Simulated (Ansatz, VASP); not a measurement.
**MgO: VASP beside Ansatz**

Contents of POSCAR:

```
MgO
1.0
    2.9230552965      0.0000000000      0.0000000000
   -1.4615276483      2.5314401435      0.0000000000
    0.0000000000      0.0000000000      5.0921016501
Mg O
2 2
Direct
    0.0000000000      0.0000000000      0.0000000000
    0.0000000000      0.0000000000      0.5000000000
    0.3333333333      0.6666666667      0.2500000000
    0.6666666667      0.3333333333      0.7500000000
```

INCAR.step1

```
ALGO = Normal
EDIFF = 1E-4
ENCUT = 520
GGA = PE
ISMEAR = 0
LASPH = True
LCHARG = False
LREAL = False
LWAVE = True
NBANDS = 16
NELM = 60
PREC = Accurate
SIGMA = 0.01
```

INCAR.step2

```
ALGO = Normal
EDIFF = 1E-6
ENCUT = 520
ISIF = 2
ISMEAR = 0
ISTART = 1
LASPH = True
LCHARG = False
LMIXTAU = True
LREAL = False
LWAVE = False
METAGGA = R2SCAN
NBANDS = 16
NELM = 60
PREC = Accurate
SIGMA = 0.01
```

File KPOINTS:

```
k-points
0
Gamma
  9 9 4
```

Input for Ansatz:

```yaml
crystal:
  lattice:
    - [2.9230552965, 0.0, 0.0]
    - [-1.4615276483, 2.5314401435, 0.0]
    - [0.0, 0.0, 5.0921016501]
  atoms:
    - { symbol: Mg, position: [0.0, 0.0, 0.0] }
    - { symbol: Mg, position: [0.0, 0.0, 0.5] }
    - { symbol: O, position: [0.3333333333, 0.6666666667, 0.25] }
    - { symbol: O, position: [0.6666666667, 0.3333333333, 0.75] }
kpoints:
  mp_grid: { grid: [9, 9, 4] }
hamiltonian:
  xc: r2scan
scf:
  occupations: { method: fixed }
  n_extra_bands: 5
output:
  forces: true
  stress: true
  eigenvalues: true
```

Alike in both runs: task single point; functional r2SCAN; k mesh 9 × 9 × 4; no spin polarisation.

```csv
,VASP,Ansatz
version,VASP 6.6.1,Ansatz 0.2.0
potentials or method,"VASP PAW PBE potentials, release 64 (Mg, O)","plane waves, PAW"
plane-wave cutoff (eV),520,500
occupations,"gaussian, width 0.01 eV",fixed
valence electrons in the cell,16,32
```

Ansatz gave:

| Property | Result |
| --- | --- |
| gap on the k mesh at the Fermi level (eV) | 5.34 |
| pressure (GPa) | 0.0 |

Q: Which values does VASP return?

A: gap on the k mesh at the Fermi level (eV): 5.31; pressure (GPa): -1.1.

VASP's potentials were made for PBE, not for r2SCAN. VASP's potentials hold 16 valence electrons a cell and Ansatz's 32, so a difference there can come from the potentials and not from the codes.
